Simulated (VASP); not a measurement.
Set up this calculation in VASP 6.6.1, as the native input.

- Task: single point
- Functional: PBE
- Potentials or basis: VASP PAW PBE potentials, release 64 (La, Co, P, O)
- Cutoff: 520 eV
- k mesh: 6 × 6 × 3
- Occupations: fermi-dirac, width 0.1 eV
- Spin: collinear spin, ferromagnetic start
- Starting moments: [0.02, 0.02, 1.04, 1.04, 0.06, 0.06, 0.01, 0.01] μB
- Fixed moment: 2.4 μB
- Dipole correction: no
- Further INCAR settings: ALGO = Normal; EDIFF = 1e-06; NBANDS = 45

The structure of LaCoPO lies in POSCAR:

```
LaCoPO
1.0
    3.9912560000      0.0000000000      0.0000000000
    0.0000000000      3.9912560000      0.0000000000
    0.0000000000      0.0000000000      8.2649260000
La Co P O
2 2 2 2
Direct
    0.0000000000      0.5000000000      0.8468680000
    0.5000000000      0.0000000000      0.1531320000
    0.5000000000      0.5000000000      0.5000000000
    0.0000000000      0.0000000000      0.5000000000
    0.5000000000      0.0000000000      0.6183690000
    0.0000000000      0.5000000000      0.3816310000
    0.0000000000      0.0000000000      0.0000000000
    0.5000000000      0.5000000000      0.0000000000
```

One way to write it, as run:

INCAR

```
SYSTEM = LaCoPO
ALGO = Normal ; EDIFF = 1E-6
ENCUT = 520 ; GGA = PE
ISIF = 2 ; ISMEAR = -1
ISPIN = 2 ; LASPH = .TRUE.
LCHARG = .FALSE. ; LMAXMIX = 6
LORBIT = 11 ; LREAL = .FALSE.
LWAVE = .FALSE. ; MAGMOM = 0.02 0.02 1.04 1.04 0.06 0.06 0.01 0.01
NBANDS = 45 ; NELM = 150
NUPDOWN = 2.4 ; PREC = Accurate
SIGMA = 0.1
```

KPOINTS

```
k-points
0
G
  6 6 3
  0 0 0
```

Potentials or basis: VASP PAW PBE potentials, release 64 (La, Co, P, O).

Run with:

```console
$ cat potpaw_PBE.64/La/POTCAR potpaw_PBE.64/Co/POTCAR potpaw_PBE.64/P/POTCAR potpaw_PBE.64/O/POTCAR > POTCAR
$ mpirun -np 1 vasp_std > vasp.out
```

Results of the run:

```json
{"Pressure": "1.6 GPa", "Largest force": "0.543 eV/Å", "Net moment": "2.40 μB per cell", "Site moments": "La +0.03; Co +0.97; P +0.06; O +0.01 μB", "Valence electrons inside the program's atomic spheres": "La 8.62; Co 8.44; P 2.50; O 5.04"}
```

Caveat: the total moment is fixed, so each spin has its own Fermi level and the state may be an excited one.

Wall time 5 min on 1 thread of AMD EPYC 7R13 Processor (Zen 3), with other jobs on the host, peak memory 0.37 GiB.
